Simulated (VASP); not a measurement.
# CoO (F-43m) in VASP: notebook

The runs below take CoO through single point, with PBEsol.

All numbers are computed with VASP 6.6.1; they aren't measurements. Logs are shortened: lines on timing, memory, paths and dates and some standing lists are left out, and cuts for length are marked.

## Step 1: The cell of the first run

Symmetry: F-43m, No. 216, cubic system. Conventional cell: a = 4.349 Å, b = 4.349 Å, c = 4.349 Å, α = 90.00°, β = 90.00°, γ = 90.00°. Co (site symmetry -43m) has 4 O at 1.88 Å within 2.5 Å. O (site symmetry -43m) has 4 Co at 1.88 Å within 2.5 Å.

## Step 2: Single point, PBEsol, collinear spin, zero start

The input, INCAR:

```
SYSTEM = CoO
PREC     = Accurate       ! precision mode
ENCUT    = 520            ! plane-wave cutoff, eV
EDIFF    = 1E-7           ! SCF threshold, eV
ISMEAR   = 0              ! smearing method
SIGMA    = 0.1            ! smearing width, eV
LREAL    = .False.        ! projectors in reciprocal space
LASPH    = .True.         ! aspherical terms in the spheres
NELM     = 150            ! most SCF steps
ALGO     = Normal         ! electronic algorithm
ISIF     = 2              ! what is computed and relaxed
LWAVE    = .False.        ! write WAVECAR
LCHARG   = .False.        ! write CHGCAR
ISPIN    = 2              ! spin polarisation
MAGMOM   = 0 0            ! initial moments
LORBIT   = 11             ! projections on sites
NUPDOWN  = 0.0            ! fixed moment
LMAXMIX  = 4              ! l up to which the mixer works
GGA      = PS             ! functional
NBANDS   = 18             ! bands
```

The input, KPOINTS:

```
Automatic mesh
0
Gamma
  16 16 16
  0 0 0
```

The input, POSCAR:

```
CoO
1.0
    0.0000000000      2.1744804960      2.1744804960
    2.1744804960      0.0000000000      2.1744804960
    2.1744804960      2.1744804960      0.0000000000
Co O
1 1
Direct
    0.0000000000      0.0000000000      0.0000000000
    0.2500000000      0.2500000000      0.2500000000
```

Potentials or basis: VASP PAW PBE potentials, release 64 (Co, O).

Launch:

```
cat potpaw_PBE.64/Co/POTCAR potpaw_PBE.64/O/POTCAR > POTCAR
mpirun -np 1 vasp_std > vasp.out
```

OUTCAR:

```text
SYSTEM = CoO
   PREC = Accurate
   ENCUT = 520
   EDIFF = 1E-7
   ISMEAR = 0
   LREAL = .False.
   LASPH = .True.
   NELM = 150
   ISIF = 2
   ISPIN = 2
   LORBIT = 11
   NUPDOWN = 0.0
   GGA = PS

 ion  position               nearest neighbor table
   1  0.000  0.000  0.000-   2 1.88   2 1.88   2 1.88   2 1.88
   2  0.250  0.250  0.250-   1 1.88   1 1.88   1 1.88   1 1.88

  LATTYP: Found a face centered cubic cell.
 ALAT       =     4.3489609920

  Lattice vectors:

 A1 = (   0.0000000000,   2.1744804960,   2.1744804960)
 A2 = (   2.1744804960,   0.0000000000,   2.1744804960)
 A3 = (   2.1744804960,   2.1744804960,   0.0000000000)

Analysis of symmetry for initial positions (statically):
=====================================================================
 Subroutine PRICEL returns:
 Original cell was already a primitive cell.

 Routine SETGRP: Setting up the symmetry group for a
 face centered cubic supercell.

 Subroutine GETGRP returns: Found 24 space group operations
 (whereof 24 operations were pure point group operations)
 out of a pool of 48 trial point group operations.

The static configuration has the point symmetry T_d .

Analysis of symmetry for dynamics (positions and initial velocities):
=====================================================================
 Subroutine PRICEL returns:
 Original cell was already a primitive cell.

 Routine SETGRP: Setting up the symmetry group for a
 face centered cubic supercell.

 Subroutine GETGRP returns: Found 24 space group operations
 (whereof 24 operations were pure point group operations)
 out of a pool of 48 trial point group operations.

The dynamic configuration has the point symmetry T_d .

Analysis of structural, dynamic, and magnetic symmetry:
=====================================================================
 Subroutine PRICEL returns:
 Original cell was already a primitive cell.

 Routine SETGRP: Setting up the symmetry group for a
 face centered cubic supercell.

 Subroutine GETGRP returns: Found 24 space group operations
 (whereof 24 operations were pure point group operations)
 out of a pool of 48 trial point group operations.

The overall configuration has the point symmetry T_d .

 Subroutine INISYM returns: Found 24 space group operations
 (whereof 24 operations are pure point group operations),
 and found     1 'primitive' translations

----------------------------------------------------------------------------------------

                                     Primitive cell

  volume of cell :      20.5635

  direct lattice vectors                    reciprocal lattice vectors
     0.000000000  2.174480496  2.174480496    -0.229939979  0.229939979  0.229939979
     2.174480496  0.000000000  2.174480496     0.229939979 -0.229939979  0.229939979
     2.174480496  2.174480496  0.000000000     0.229939979  0.229939979 -0.229939979

  length of vectors
     3.075179809  3.075179809  3.075179809     0.398267727  0.398267727  0.398267727

  position of ions in fractional coordinates (direct lattice)
     0.000000000  0.000000000  0.000000000
     0.250000000  0.250000000  0.250000000

  ion indices of the primitive-cell ions
   primitive index   ion index
                 1           1
                 2           2

----------------------------------------------------------------------------------------

 KPOINTS: Automatic mesh

Automatic generation of k-mesh.
 Grid dimensions read from file:
 generate k-points for:   16   16   16

 Generating k-lattice:

  Cartesian coordinates                     Fractional coordinates (reciprocal lattice)
    -0.014371249  0.014371249  0.014371249     0.062500000  0.000000000  0.000000000
     0.014371249 -0.014371249  0.014371249     0.000000000  0.062500000  0.000000000
     0.014371249  0.014371249 -0.014371249     0.000000000  0.000000000  0.062500000

  Length of vectors
     0.024891733  0.024891733  0.024891733

  Shift w.r.t. Gamma in fractional coordinates (k-lattice)
     0.000000000  0.000000000  0.000000000

 Subroutine IBZKPT returns following result:
 ===========================================

 Found    145 irreducible k-points:

 Following reciprocal coordinates:
            Coordinates               Weight
  0.000000  0.000000  0.000000      1.000000
  0.062500  0.000000  0.000000      8.000000
  0.125000  0.000000  0.000000      8.000000
  0.187500  0.000000  0.000000      8.000000
  0.250000  0.000000  0.000000      8.000000
  0.312500  0.000000  0.000000      8.000000
[... 16 lines left out ...]
 -0.125000  0.062500  0.000000     24.000000
 -0.062500  0.062500  0.000000     12.000000
 [... further k-points ...]
   k-points           NKPTS =    145   k-points in BZ     NKDIM =    145   number of bands    NBANDS=     18
   number of dos      NEDOS =    301   number of ions     NIONS =      2
   total plane-waves  NPLWV =  13824
   dimension x,y,z NGX =    24 NGY =   24 NGZ =   24
   dimension x,y,z NGXF=    48 NGYF=   48 NGZF=   48
   ions per type =               1   1
   NGX,Y,Z   is equivalent  to a cutoff of  12.97, 12.97, 12.97 a.u.
   NGXF,Y,Z  is equivalent  to a cutoff of  25.95, 25.95, 25.95 a.u.
 SYSTEM =  CoO
   PREC   = accura    normal or accurate (medium, high low for compatibility)
   ISTART =      0    job   : 0-new  1-cont  2-samecut
   ICHARG =      2    charge: 1-file 2-atom 10-const
   ISPIN  =      2    spin polarized calculation?
   LNONCOLLINEAR =      F non collinear calculations
   LSORBIT =      F    spin-orbit coupling
   LASPH  =      T    aspherical Exc in radial PAW
   ENCUT  =  520.0 eV  38.22 Ry    6.18 a.u.   5.72  5.72  5.72*2*pi/ulx,y,z
   NELM   =    150;   NELMIN=  2; NELMDL= -5     # of ELM steps
   EDIFF  = 0.1E-06   stopping-criterion for ELM
   LREAL  =      F    real-space projection
   EDIFFG = 0.1E-05   stopping-criterion for IOM
   NSW    =      0    number of steps for IOM
   IBRION =     -1    ionic relax: 0-MD 1-quasi-New 2-CG
   NFREE  =      0    steps in history (QN), initial steepest desc. (CG)
   ISIF   =      2    stress and relaxation
   ISYM   =      2    0-nonsym 1-usesym 2-fastsym
   POTIM  = 0.5000    time-step for ionic-motion
   TEBEG  =    0.0;   TEEND  =   0.0 temperature during run
   PSTRESS=    0.0 pullay stress
   NELECT =      15.0000    total number of electrons
   NUPDOWN=       0.0000    fix difference up-down
   EMIN   =  10.00;   EMAX   =-10.00  energy-range for DOS
   EFERMI =   0.00;   METHOD = LEGACY
   ISMEAR =     0;   SIGMA  =   0.10  broadening in eV -4-tet -1-fermi 0-gaus
   EFERMI_NEDOS =   21; number of points for ismear=-14 and -15
   IALGO  =     38    algorithm
   IMIX   =      4    mixing-type and parameters
     AMIX     =   0.40;   BMIX     =  1.00
     AMIX_MAG =   1.60;   BMIX_MAG =  1.00
  volume/ion in A,a.u.               =      10.28        69.38
  Fermi-wavevector in a.u.,A,eV,Ry     =   1.473691  2.784872 29.548655  2.171765
  Thomas-Fermi vector in A             =   2.588553
   LORBIT       =     11    0 simple, 1 ext, 2 COOP (PROOUT), +10 PAW based schemes
   GGA     = PS    functional components
   LHFCALC =     F    Hartree Fock is set to
   AEXX    =    0.0000 exact exchange contribution
   IVDW    =     0    specifies the selected vdW correction
   LEPSILON=     F    determine dielectric tensor
   LRPA    =     F    only Hartree local field effects (RPA)
 spin polarized calculation
 Gauss-broadening in eV      SIGMA  =   0.10
  energy-cutoff  :      520.00
  volume of cell :       20.56
 maximum number of plane-waves:       568
   NGX = 11   NGY = 11   NGZ = 11

 number of electron      14.9999997 magnetization      -0.0000000

 number of electron      14.9999997 magnetization       0.0000000

 Free energy of the ion-electron system (eV)
  ---------------------------------------------------
  ext. energy  EPLUGINS =         0.00000000
  ---------------------------------------------------
  free energy    TOTEN  =       -14.13178728 eV

  energy without entropy =      -14.11813011  energy(sigma->0) =      -14.12495870

 E-fermi :   7.3546     XC(G=0): -12.1103

 val. band max:        7.3495153216   @ k =  -0.1875   0.2500   0.0625
 cond. band min:       7.3650468489   @ k =   0.4375   0.2500   0.1250
 fundamental gap:      0.0155315273
 Fermi energy:         7.3545607837

 spin component 1

 k-point     1 :       0.0000    0.0000    0.0000
  band No.  band energies     occupation
      1     -13.7919      1.00000
      2       0.6543      1.00000
      3       0.6543      1.00000
      4       0.6543      1.00000
      5       5.8583      1.00000
      6       5.8583      1.00000
[... 10 lines left out ...]
     17      28.6019      0.00000
     18      31.2216      0.00000

 k-point     2 :       0.0625    0.0000    0.0000
  band No.  band energies     occupation
      1     -13.7636      1.00000
      2       0.5707      1.00000
      3       0.6687      1.00000
      4       0.6687      1.00000
      5       5.8472      1.00000
      6       5.8472      1.00000
[... 10 lines left out ...]
     17      29.8188      0.00000
     18      31.7724      0.00000

 k-point     3 :       0.1250    0.0000    0.0000
  band No.  band energies     occupation
      1     -13.6825      1.00000
      2       0.3542      1.00000
      3       0.7091      1.00000
      4       0.7091      1.00000
      5       5.8214      1.00000
      6       5.8214      1.00000
[... 412 lines left out ...]
 k-point    23 :      -0.1250    0.0625    0.0000
  band No.  band energies     occupation
      1     -13.6229      1.00000
      2       0.2221      1.00000
      3       0.7284      1.00000
      4       0.7402      1.00000
      5       5.7488      1.00000
      6       5.8619      1.00000
[... 10 lines left out ...]
     17      31.8385      0.00000
     18      33.2960      0.00000

 k-point    24 :      -0.0625    0.0625    0.0000
  band No.  band energies     occupation
      1     -13.7177      1.00000
      2       0.4470      1.00000
      3       0.6888      1.00000
      4       0.6925      1.00000
      5       5.8004      1.00000
      6       5.8610      1.00000
[... 10 lines left out ...]
     17      30.4436      0.00000
     18      32.0540      0.00000

 [... further k-points ...]

 spin component 2

 k-point     1 :       0.0000    0.0000    0.0000
  band No.  band energies     occupation
      1     -13.7919      1.00000
      2       0.6543      1.00000
      3       0.6543      1.00000
      4       0.6543      1.00000
      5       5.8583      1.00000
      6       5.8583      1.00000
[... 10 lines left out ...]
     17      28.6019      0.00000
     18      31.2216      0.00000

 k-point     2 :       0.0625    0.0000    0.0000
  band No.  band energies     occupation
      1     -13.7636      1.00000
      2       0.5707      1.00000
      3       0.6687      1.00000
      4       0.6687      1.00000
      5       5.8472      1.00000
      6       5.8472      1.00000
[... 10 lines left out ...]
     17      29.8188      0.00000
     18      31.7724      0.00000

 k-point     3 :       0.1250    0.0000    0.0000
  band No.  band energies     occupation
      1     -13.6825      1.00000
      2       0.3542      1.00000
      3       0.7091      1.00000
      4       0.7091      1.00000
      5       5.8214      1.00000
      6       5.8214      1.00000
[... 412 lines left out ...]
 k-point    23 :      -0.1250    0.0625    0.0000
  band No.  band energies     occupation
      1     -13.6229      1.00000
      2       0.2221      1.00000
      3       0.7284      1.00000
      4       0.7402      1.00000
      5       5.7488      1.00000
      6       5.8619      1.00000
[... 10 lines left out ...]
     17      31.8386      0.00000
     18      33.2960      0.00000

 k-point    24 :      -0.0625    0.0625    0.0000
  band No.  band energies     occupation
      1     -13.7177      1.00000
      2       0.4470      1.00000
      3       0.6888      1.00000
      4       0.6925      1.00000
      5       5.8004      1.00000
      6       5.8610      1.00000
[... 10 lines left out ...]
     17      30.4436      0.00000
     18      32.0540      0.00000

 [... further k-points ...]
[... 5 lines left out ...]
  --------------------------------------------------------------------------------------
  -------------------------------------------------------------------------------------
  Total       -0.8883513     -0.8883513     -0.8883513     -0.0000000      0.0000000      0.0000000
  in kB      -69.2147727    -69.2147727    -69.2147727     -0.0000000      0.0000000      0.0000000
  external PRESSURE =     -69.2147727 kB  Pullay stress =       0.0000000 kB

 VOLUME and BASIS-vectors are now :
 -----------------------------------------------------------------------------
  energy-cutoff  :      520.00
  volume of cell :       20.56
      direct lattice vectors                 reciprocal lattice vectors
     0.000000000  2.174480496  2.174480496    -0.229939979  0.229939979  0.229939979
     2.174480496  0.000000000  2.174480496     0.229939979 -0.229939979  0.229939979
     2.174480496  2.174480496  0.000000000     0.229939979  0.229939979 -0.229939979

 POSITION                                       TOTAL-FORCE (eV/Angst)
 -----------------------------------------------------------------------------------
      0.00000      0.00000      0.00000         0.000000      0.000000      0.000000
      1.08724      1.08724      1.08724        -0.000000     -0.000000     -0.000000
 -----------------------------------------------------------------------------------
    total drift:                                0.000000      0.000000      0.000000

  FREE ENERGIE OF THE ION-ELECTRON SYSTEM (eV)
  ---------------------------------------------------
  free  energy   TOTEN  =       -14.1317872769 eV

  energy  without entropy=      -14.1181301144  energy(sigma->0) =      -14.12495870

 total charge

# of ion       s       p       d       tot
------------------------------------------
    1        0.374   0.526   7.389   8.289
    2        1.558   3.404   0.000   4.962
--------------------------------------------------
tot          1.932   3.930   7.389  13.251

 magnetization (x)

# of ion       s       p       d       tot
------------------------------------------
    1       -0.000  -0.000   0.000   0.000
    2       -0.000  -0.000   0.000  -0.000
--------------------------------------------------
tot         -0.000  -0.000   0.000  -0.000
```

It took 32 s on 1 thread of Intel Xeon 6975P-C (Granite Rapids), shared host; peak memory 0.21 GiB.

What came out:

```yaml
Free_energy: -14.1318 eV
Pressure: -6.9 GPa
Net_moment: 0.00 μB per cell
Valence_electrons_inside_the_program's_atomic_spheres: Co 8.29; O 4.96
```

Caveat: the cell stands under tension; the PAW data sets were made with another functional, which shifts forces and pressure a little; the total moment is fixed, so each spin has its own Fermi level.

(Continued in part 2 of 2.)
